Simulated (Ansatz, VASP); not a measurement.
## SnO2 in VASP and in Ansatz

```
Sn O
1.0
     4.37940    0.00000    0.00000
     0.00000    4.37940    0.00000
     0.00000    0.00000    3.32859
Sn O
2 4
Direct
  0.00000 0.00000 0.00000
  0.50000 0.50000 0.50000
  0.30589 0.30589 0.00000
  0.19411 0.80589 0.50000
  0.69411 0.69411 0.00000
  0.80589 0.19411 0.50000
```

Change from the starting cell: strain -0.080 along x and y, +0.040 along z, atoms carried along.

Alike in both runs: task single point; functional r2SCAN; k mesh 6 × 6 × 8; occupations gaussian, width 0.05 eV; no spin polarisation.

```csv
,VASP,Ansatz
version,VASP 6.6.1,Ansatz 0.2.0
potentials or method,"VASP PAW PBE potentials, release 64 (Sn_d, O), cutoff 520 eV","scalar-relativistic, plane waves, PAW"
valence electrons in the cell,52,52
```

|  | VASP | Ansatz | Ansatz less VASP |
| --- | --- | --- | --- |
| gap on the k mesh at the Fermi level (eV) | 3.18 | 3.15 | -0.031 |
| least direct gap on the mesh (eV) | 3.18 | 3.15 | -0.031 |
| pressure (GPa) | 34.8 | 33.0 | -1.80 |
| traceless stress, the component that is largest in VASP (GPa) | -18.95 | -18.74 | +0.211 |
| rms of the force components (eV/Å) | 0.461 | 0.434 | -0.0276 |

VASP's potentials were made for PBE, not for r2SCAN. Atom by atom the forces differ by 0.028 eV/Å (rms over components). Both programs put the cell under a high pressure, so it lies far from rest at this level.
